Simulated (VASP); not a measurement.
# MgS (Niningerite) (Fm-3m) in VASP: further runs

MgS (Niningerite) is run at these levels: HSE06, PBE; tasks: single point.

Program: VASP 6.6.1. These are calculated values, not measurements. Logs are shortened: lines on timing, memory, paths and dates and some standing lists are left out, and cuts for length are marked.

**1. The cell of the first run**

Symmetry: Fm-3m, No. 225, cubic system. The conventional cell has a = 5.203 Å, b = 5.203 Å, c = 5.203 Å, α = 90.00°, β = 90.00°, γ = 90.00°. Mg (site symmetry m-3m) has 6 S at 2.60 Å within 3.4 Å. Within 3.4 Å of S (site symmetry m-3m) lie 6 Mg at 2.60 Å.

**2. Single point, HSE06**

File POSCAR:

```
MgS
1.0
    0.0000000000      2.6015177399      2.6015177399
    2.6015177399      0.0000000000      2.6015177399
    2.6015177399      2.6015177399      0.0000000000
Mg S
1 1
Direct
    0.0000000000      0.0000000000      0.0000000000
    0.5000000000      0.5000000000      0.5000000000
```

File INCAR.step1:

```
SYSTEM = MgS
  ALGO = Normal
  EDIFF = 1E-5
  ENCUT = 520
  GGA = PE
  ISIF = 2
  ISMEAR = 1
  LASPH = .True.
  LCHARG = .False.
  LREAL = .False.
  LWAVE = .True.
  NBANDS = 11
  NELM = 80
  PREC = Accurate
  SIGMA = 0.2
```

File INCAR.step2:

```
SYSTEM = MgS
  ALGO = Normal
  EDIFF = 1E-6
  ENCUT = 520
  GGA = PE
  HFSCREEN = 0.2079
  ISIF = 2
  ISMEAR = 1
  ISTART = 1
  LASPH = .True.
  LCHARG = .False.
  LHFCALC = .True.
  LREAL = .False.
  LWAVE = .False.
  NBANDS = 11
  NELM = 80
  PREC = Accurate
  PRECFOCK = Normal
  SIGMA = 0.2
```

File KPOINTS:

```
k-points
0
Gamma
  4 4 4
  0 0 0
```

Potentials or basis: VASP PAW PBE potentials, release 64 (Mg, S).

The run is started by

```sh
$ cat potpaw_PBE.64/Mg/POTCAR potpaw_PBE.64/S/POTCAR > POTCAR
$ cp INCAR.step1 INCAR
$ mpirun -np 1 vasp_std > vasp.out
$ cp INCAR.step2 INCAR
$ mpirun -np 1 vasp_std > vasp.out
```

OUTCAR:

```text
SYSTEM = MgS
   EDIFF = 1E-6
   ENCUT = 520
   GGA = PE
   HFSCREEN = 0.2079
   ISIF = 2
   ISMEAR = 1
   ISTART = 1
   LASPH = .True.
   LHFCALC = .True.
   LREAL = .False.
   NELM = 80
   PREC = Accurate
   PRECFOCK = Normal

 ion  position               nearest neighbor table
   1  0.000  0.000  0.000-   2 2.60   2 2.60   2 2.60   2 2.60   2 2.60   2 2.60
   2  0.500  0.500  0.500-   1 2.60   1 2.60   1 2.60   1 2.60   1 2.60   1 2.60

  LATTYP: Found a face centered cubic cell.
 ALAT       =     5.2030354798

  Lattice vectors:

 A1 = (   0.0000000000,   2.6015177399,   2.6015177399)
 A2 = (   2.6015177399,   0.0000000000,   2.6015177399)
 A3 = (   2.6015177399,   2.6015177399,   0.0000000000)

Analysis of symmetry for initial positions (statically):
=====================================================================
 Subroutine PRICEL returns:
 Original cell was already a primitive cell.

 Routine SETGRP: Setting up the symmetry group for a
 face centered cubic supercell.

 Subroutine GETGRP returns: Found 48 space group operations
 (whereof 48 operations were pure point group operations)
 out of a pool of 48 trial point group operations.

The static configuration has the point symmetry O_h .

Analysis of symmetry for dynamics (positions and initial velocities):
=====================================================================
 Subroutine PRICEL returns:
 Original cell was already a primitive cell.

 Routine SETGRP: Setting up the symmetry group for a
 face centered cubic supercell.

 Subroutine GETGRP returns: Found 48 space group operations
 (whereof 48 operations were pure point group operations)
 out of a pool of 48 trial point group operations.

The dynamic configuration has the point symmetry O_h .

 Subroutine INISYM returns: Found 48 space group operations
 (whereof 48 operations are pure point group operations),
 and found     1 'primitive' translations

----------------------------------------------------------------------------------------

                                     Primitive cell

  volume of cell :      35.2136

  direct lattice vectors                    reciprocal lattice vectors
     0.000000000  2.601517740  2.601517740    -0.192195499  0.192195499  0.192195499
     2.601517740  0.000000000  2.601517740     0.192195499 -0.192195499  0.192195499
     2.601517740  2.601517740  0.000000000     0.192195499  0.192195499 -0.192195499

  length of vectors
     3.679101671  3.679101671  3.679101671     0.332892369  0.332892369  0.332892369

  position of ions in fractional coordinates (direct lattice)
     0.000000000  0.000000000  0.000000000
     0.500000000  0.500000000  0.500000000

  ion indices of the primitive-cell ions
   primitive index   ion index
                 1           1
                 2           2

----------------------------------------------------------------------------------------

 KPOINTS: k-points

Automatic generation of k-mesh.
 Grid dimensions read from file:
 generate k-points for:    4    4    4

 Generating k-lattice:

  Cartesian coordinates                     Fractional coordinates (reciprocal lattice)
    -0.048048875  0.048048875  0.048048875     0.250000000  0.000000000  0.000000000
     0.048048875 -0.048048875  0.048048875     0.000000000  0.250000000  0.000000000
     0.048048875  0.048048875 -0.048048875     0.000000000  0.000000000  0.250000000

  Length of vectors
     0.083223092  0.083223092  0.083223092

  Shift w.r.t. Gamma in fractional coordinates (k-lattice)
     0.000000000  0.000000000  0.000000000

 Subroutine IBZKPT returns following result:
 ===========================================

 Found      8 irreducible k-points:

 Following reciprocal coordinates:
            Coordinates               Weight
  0.000000  0.000000  0.000000      1.000000
  0.250000  0.000000  0.000000      8.000000
  0.500000  0.000000  0.000000      4.000000
  0.250000  0.250000  0.000000      6.000000
  0.500000  0.250000  0.000000     24.000000
 -0.250000  0.250000  0.000000     12.000000
  0.500000  0.500000  0.000000      3.000000
 -0.250000  0.500000  0.250000      6.000000
   k-points           NKPTS =      8   k-points in BZ     NKDIM =     64   number of bands    NBANDS=     11
   number of dos      NEDOS =    301   number of ions     NIONS =      2
   total plane-waves  NPLWV =  21952
   dimension x,y,z NGX =    28 NGY =   28 NGZ =   28
   dimension x,y,z NGXF=    56 NGYF=   56 NGZF=   56
   ions per type =               1   1
   NGX,Y,Z   is equivalent  to a cutoff of  12.65, 12.65, 12.65 a.u.
   NGXF,Y,Z  is equivalent  to a cutoff of  25.30, 25.30, 25.30 a.u.
 SYSTEM =  MgS
   PREC   = accura    normal or accurate (medium, high low for compatibility)
   ISTART =      1    job   : 0-new  1-cont  2-samecut
   ICHARG =      0    charge: 1-file 2-atom 10-const
   ISPIN  =      1    spin polarized calculation?
   LNONCOLLINEAR =      F non collinear calculations
   LSORBIT =      F    spin-orbit coupling
   LASPH  =      T    aspherical Exc in radial PAW
   ENCUT  =  520.0 eV  38.22 Ry    6.18 a.u.   6.84  6.84  6.84*2*pi/ulx,y,z
   NELM   =     80;   NELMIN=  2; NELMDL=  0     # of ELM steps
   EDIFF  = 0.1E-05   stopping-criterion for ELM
   LREAL  =      F    real-space projection
   EDIFFG = 0.1E-04   stopping-criterion for IOM
   NSW    =      0    number of steps for IOM
   IBRION =     -1    ionic relax: 0-MD 1-quasi-New 2-CG
   NFREE  =      0    steps in history (QN), initial steepest desc. (CG)
   ISIF   =      2    stress and relaxation
   ISYM   =      3    0-nonsym 1-usesym 2-fastsym
   POTIM  = 0.5000    time-step for ionic-motion
   TEBEG  =    0.0;   TEEND  =   0.0 temperature during run
   PSTRESS=    0.0 pullay stress
   NELECT =       8.0000    total number of electrons
   NUPDOWN=      -1.0000    fix difference up-down
   EMIN   =  10.00;   EMAX   =-10.00  energy-range for DOS
   EFERMI =   0.00;   METHOD = LEGACY
   ISMEAR =     1;   SIGMA  =   0.20  broadening in eV -4-tet -1-fermi 0-gaus
   EFERMI_NEDOS =   21; number of points for ismear=-14 and -15
   IALGO  =     38    algorithm
   IMIX   =      1    mixing-type and parameters
     AMIX     =   0.40;   BMIX     =  1.00
     AMIX_MAG =   1.60;   BMIX_MAG =  1.00
  volume/ion in A,a.u.               =      17.61       118.82
  Fermi-wavevector in a.u.,A,eV,Ry     =   0.998929  1.887702 13.576703  0.997860
  Thomas-Fermi vector in A             =   2.131185
   LORBIT       =      0    0 simple, 1 ext, 2 COOP (PROOUT), +10 PAW based schemes
   GGA     = PE    functional components
   LHFCALC =     T    Hartree Fock is set to
   PRECFOCK=normal    Normal, Fast or Accurate (Low or Medium for compatibility)
   ENCUT4O =  -1.0   cutoff for four orbital integrals eV
   NKREDX  =     1    reduce k-point grid by
   NKREDY  =     1    reduce k-point grid by
   NKREDZ  =     1    reduce k-point grid by
   AEXX    =    0.2500 exact exchange contribution
   HFSCREEN=    0.2079 screening length (either q_TF or 0.3 A-1)
   HFSCREENC=   0.2079 screening length for correlation (either q_TF or 0.3 A-1)
   ENCUTFOCK=  -1.0 apply spherical cutoff to Coloumb kernel
   IVDW    =     0    specifies the selected vdW correction
   LEPSILON=     F    determine dielectric tensor
   LRPA    =     F    only Hartree local field effects (RPA)
 non-spin polarized calculation
 Methfessel and Paxton  Order N= 1 SIGMA  =   0.20
  energy-cutoff  :      520.00
  volume of cell :       35.21
 maximum number of plane-waves:       960
  NGX = 24; NGY = 24; NGZ = 24

 number of electron       8.0000000 magnetization

 Free energy of the ion-electron system (eV)
  ---------------------------------------------------
  ext. energy  EPLUGINS =         0.00000000
  ---------------------------------------------------
  free energy    TOTEN  =        -9.84665088 eV

  energy without entropy =       -9.84735950  energy(sigma->0) =       -9.84688708

 E-fermi :   3.2421     XC(G=0):  -8.0450

 val. band max:        3.0777321836   @ k =   0.0000   0.0000   0.0000
 cond. band min:       6.8254270740   @ k =   0.5000   0.5000   0.0000
 fundamental gap:      3.7476948903
 Fermi energy:         3.2421183314

 k-point     1 :       0.0000    0.0000    0.0000
  band No.  band energies     occupation
      1     -10.8756      2.00000
      2       3.0777      1.99090
      3       3.0777      1.99090
      4       3.0777      1.99089
      5       7.8867      0.00000
      6      12.1795      0.00000
      7      12.1795      0.00000
      8      12.1795      0.00000
      9      14.7629      0.00000
     10      14.7629      0.00000
     11      16.8082      0.00000

 k-point     2 :       0.2500    0.0000    0.0000
  band No.  band energies     occupation
      1     -10.2611      2.00000
      2       0.0581      2.00000
      3       2.7287      2.00171
      4       2.7287      2.00171
      5       9.1119      0.00000
      6      12.0800      0.00000
      7      12.0800      0.00000
      8      12.6558      0.00000
      9      14.6714      0.00000
     10      14.6714      0.00000
     11      16.3231      0.00000

 k-point     3 :       0.5000    0.0000    0.0000
  band No.  band energies     occupation
      1      -9.4408      2.00000
      2      -2.1893      2.00000
      3       2.4329      2.00000
      4       2.4329      2.00000
      5       8.6380      0.00000
      6      11.1242      0.00000
      7      11.1242      0.00000
      8      14.6661      0.00000
      9      16.6015      0.00000
     10      19.0336      0.00000
     11      19.0336      0.00000

 k-point     4 :       0.2500    0.2500    0.0000
  band No.  band energies     occupation
      1     -10.0672      2.00000
      2       0.3460      2.00000
      3       2.0207      2.00000
      4       2.0207      2.00000
      5       9.1835      0.00000
      6       9.7166      0.00000
      7      12.5810      0.00000
      8      14.5938      0.00000
      9      14.5938      0.00000
     10      15.8194      0.00000
     11      19.9214      0.00000

 k-point     5 :       0.5000    0.2500    0.0000
  band No.  band energies     occupation
      1      -9.2576      2.00000
      2      -1.3197      2.00000
      3       0.6968      2.00000
      4       1.7630      2.00000
      5       8.5161      0.00000
      6      10.9517      0.00000
      7      13.1583      0.00000
      8      13.3365      0.00000
      9      17.2542      0.00000
     10      19.2142      0.00000
     11      20.0940      0.00000

 k-point     6 :      -0.2500    0.2500    0.0000
  band No.  band energies     occupation
      1      -9.5216      2.00000
      2      -0.9245      2.00000
      3       0.5507      2.00000
      4       2.3955      2.00000
      5       9.8439      0.00000
      6      11.9506      0.00000
      7      12.1475      0.00000
      8      12.2652      0.00000
      9      14.8986      0.00000
     10      18.7033      0.00000
     11      19.7780      0.00000

 k-point     7 :       0.5000    0.5000    0.0000
  band No.  band energies     occupation
      1      -9.0272      2.00000
      2      -1.5142      2.00000
      3       1.2327      2.00000
      4       1.2327      2.00000
      5       6.8254     -0.00000
      6       8.4160      0.00000
      7      16.6084      0.00000
      8      17.4120      0.00000
      9      17.9924      0.00000
     10      17.9924      0.00000
     11      20.5621      0.00000

 k-point     8 :      -0.2500    0.5000    0.2500
  band No.  band energies     occupation
      1      -8.9796      2.00000
      2      -0.4409      2.00000
      3      -0.4409      2.00000
      4       0.5635      2.00000
      5       9.4294      0.00000
      6      12.2132      0.00000
      7      12.2132      0.00000
      8      12.3880      0.00000
      9      18.9657      0.00000
     10      18.9657      0.00000
     11      20.3854      0.00000

------------------------ aborting loop because EDIFF is reached ----------------------------------------

  FORCE on cell =-STRESS in cart. coord.  units (eV):
  Direction    XX          YY          ZZ          XY          YZ          ZX
  --------------------------------------------------------------------------------------
  -------------------------------------------------------------------------------------
  Total       -0.0851358     -0.0851358     -0.0851358      0.0000000      0.0000000      0.0000000
  in kB       -3.8735802     -3.8735802     -3.8735802      0.0000000      0.0000000      0.0000000
  external PRESSURE =      -3.8735802 kB  Pullay stress =       0.0000000 kB

 VOLUME and BASIS-vectors are now :
 -----------------------------------------------------------------------------
  energy-cutoff  :      520.00
  volume of cell :       35.21
      direct lattice vectors                 reciprocal lattice vectors
     0.000000000  2.601517740  2.601517740    -0.192195499  0.192195499  0.192195499
     2.601517740  0.000000000  2.601517740     0.192195499 -0.192195499  0.192195499
     2.601517740  2.601517740  0.000000000     0.192195499  0.192195499 -0.192195499

 POSITION                                       TOTAL-FORCE (eV/Angst)
 -----------------------------------------------------------------------------------
      0.00000      0.00000      0.00000        -0.000000      0.000000     -0.000000
      2.60152      2.60152      2.60152         0.000000     -0.000000      0.000000
 -----------------------------------------------------------------------------------
    total drift:                                0.000010      0.000013      0.000013

  FREE ENERGIE OF THE ION-ELECTRON SYSTEM (eV)
  ---------------------------------------------------
  free  energy   TOTEN  =        -9.8466508766 eV

  energy  without entropy=       -9.8473594988  energy(sigma->0) =       -9.84688708
```

Run time: 3.2 min. Hardware: 1 thread of Intel Xeon Platinum 8259CL at 2.50GHz (Skylake/Cascade Lake), shared host; peak memory 0.27 GiB.

Results:

- Free energy: -9.8467 eV
- Pressure: -0.4 GPa
- Band gap on the k mesh: 3.75 eV, indirect (least direct gap 4.81 eV)

Levels at points of the mesh, in eV from the valence-band top:
```csv
k point,band 1,band 2,band 3,band 4,band 5,band 6,band 7,band 8,band 9
"(0.00, 0.00, 0.00)",-13.95,0.00,0.00,0.00,4.81,9.10,9.10,9.10,11.69
"(0.50, 0.00, 0.00)",-12.52,-5.27,-0.64,-0.64,5.56,8.05,8.05,11.59,13.52
"(0.50, 0.50, 0.00)",-12.10,-4.59,-1.85,-1.85,3.75,5.34,13.53,14.33,14.91
```

Caveat: the k points lie up to 0.52 Å⁻¹ apart; the PAW data sets were made with another functional, which shifts forces and pressure a little. A k mesh can miss the band edges.

**3. Single point, PBE**

File INCAR:

```
PREC     = Accurate       # precision mode
ENCUT    = 520            # plane-wave cutoff, eV
EDIFF    = 1E-7           # SCF threshold, eV
ISMEAR   = 0              # smearing method
SIGMA    = 0.01           # smearing width, eV
LREAL    = False          # projectors in reciprocal space
LASPH    = True           # aspherical terms in the spheres
NELM     = 100            # most SCF steps
ALGO     = Normal         # electronic algorithm
ISIF     = 2              # what is computed and relaxed
LWAVE    = False          # write WAVECAR
LCHARG   = False          # write CHGCAR
GGA      = PE             # functional
NBANDS   = 11             # bands
```

File KPOINTS:

```
regular mesh
0
Gamma
  4 4 4
```

POSCAR is that of step 2.

Potentials or basis: VASP PAW PBE potentials, release 64 (Mg, S).

The run is started by

```sh
$ cat potpaw_PBE.64/Mg/POTCAR potpaw_PBE.64/S/POTCAR > POTCAR
$ mpirun -np 1 vasp_std > vasp.out
```

OUTCAR:

```text
PREC = Accurate
   ENCUT = 520
   EDIFF = 1E-7
   ISMEAR = 0
   LREAL = False
   LASPH = True
   NELM = 100
   ISIF = 2
   GGA = PE

 ion  position               nearest neighbor table
   1  0.000  0.000  0.000-   2 2.60   2 2.60   2 2.60   2 2.60   2 2.60   2 2.60
   2  0.500  0.500  0.500-   1 2.60   1 2.60   1 2.60   1 2.60   1 2.60   1 2.60

  LATTYP: Found a face centered cubic cell.
 ALAT       =     5.2030354798

  Lattice vectors:

 A1 = (   0.0000000000,   2.6015177399,   2.6015177399)
[... 279 lines left out ...]
------------------------ aborting loop because EDIFF is reached ----------------------------------------

  FORCE on cell =-STRESS in cart. coord.  units (eV):
  Direction    XX          YY          ZZ          XY          YZ          ZX
  --------------------------------------------------------------------------------------
  -------------------------------------------------------------------------------------
  Total        0.2740197      0.2740197      0.2740197      0.0000000      0.0000000     -0.0000000
  in kB       12.4675741     12.4675741     12.4675741      0.0000000      0.0000000     -0.0000000
  external PRESSURE =      12.4675741 kB  Pullay stress =       0.0000000 kB

 VOLUME and BASIS-vectors are now :
 -----------------------------------------------------------------------------
  energy-cutoff  :      520.00
  volume of cell :       35.21
      direct lattice vectors                 reciprocal lattice vectors
     0.000000000  2.601517740  2.601517740    -0.192195499  0.192195499  0.192195499
     2.601517740  0.000000000  2.601517740     0.192195499 -0.192195499  0.192195499
     2.601517740  2.601517740  0.000000000     0.192195499  0.192195499 -0.192195499

 POSITION                                       TOTAL-FORCE (eV/Angst)
 -----------------------------------------------------------------------------------
      0.00000      0.00000      0.00000         0.000000     -0.000000      0.000000
      2.60152      2.60152      2.60152        -0.000000      0.000000     -0.000000
 -----------------------------------------------------------------------------------
    total drift:                                0.000000      0.000000      0.000000

  FREE ENERGIE OF THE ION-ELECTRON SYSTEM (eV)
  ---------------------------------------------------
  free  energy   TOTEN  =        -8.4539603119 eV

  energy  without entropy=       -8.4539603119  energy(sigma->0) =       -8.45396031
```

OSZICAR:

```text
N       E                     dE             d eps       ncg     rms          rms(c)
DAV:   1     0.252932271730E+02    0.25293E+02   -0.40496E+03   176   0.625E+02
DAV:   2    -0.711096679287E+01   -0.32404E+02   -0.31223E+02   211   0.104E+02
DAV:   3    -0.886669603526E+01   -0.17557E+01   -0.17525E+01   212   0.264E+01
DAV:   4    -0.887729303018E+01   -0.10597E-01   -0.10596E-01   216   0.249E+00
DAV:   5    -0.887737878603E+01   -0.85756E-04   -0.85755E-04   217   0.228E-01    0.437E+00
DAV:   6    -0.849698221230E+01    0.38040E+00   -0.80640E-01   188   0.356E+00    0.347E+00
DAV:   7    -0.845363494839E+01    0.43347E-01   -0.23191E-01   197   0.209E+00    0.228E+00
DAV:   8    -0.845412678806E+01   -0.49184E-03   -0.14591E-02   176   0.746E-01    0.914E-01
DAV:   9    -0.845394114018E+01    0.18565E-03   -0.55415E-04   197   0.144E-01    0.363E-01
DAV:  10    -0.845396321780E+01   -0.22078E-04   -0.18438E-04   194   0.629E-02    0.428E-02
DAV:  11    -0.845396052506E+01    0.26927E-05   -0.17467E-05   228   0.188E-02    0.217E-02
DAV:  12    -0.845396035847E+01    0.16659E-06   -0.64954E-07   191   0.472E-03    0.503E-03
DAV:  13    -0.845396031190E+01    0.46564E-07   -0.23203E-08   129   0.957E-04
   1 F= -.84539603E+01 E0= -.84539603E+01  d E =-.135231E-77
```

It used 5.8 s of CPU time on 1 thread of AMD EPYC 7R13 Processor (Zen 3), with other jobs on the host.

Results:

- Free energy: -8.4540 eV
- Pressure: 1.2 GPa
- Band gap on the k mesh: 2.75 eV, indirect (least direct gap 3.70 eV)

Levels at points of the mesh, in eV from the valence-band top:
```tsv
k point	band 1	band 2	band 3	band 4	band 5	band 6	band 7	band 8
(0.00, 0.00, 0.00)	-12.67	0.00	0.00	0.00	3.70	7.94	7.94	7.94
(0.50, 0.00, 0.00)	-11.36	-4.84	-0.59	-0.59	4.53	6.89	6.89	10.10
(0.50, 0.50, 0.00)	-10.99	-4.20	-1.69	-1.69	2.75	4.38	12.00	12.80
```

Caveat: the k points lie up to 0.52 Å⁻¹ apart. A k mesh can miss the band edges.
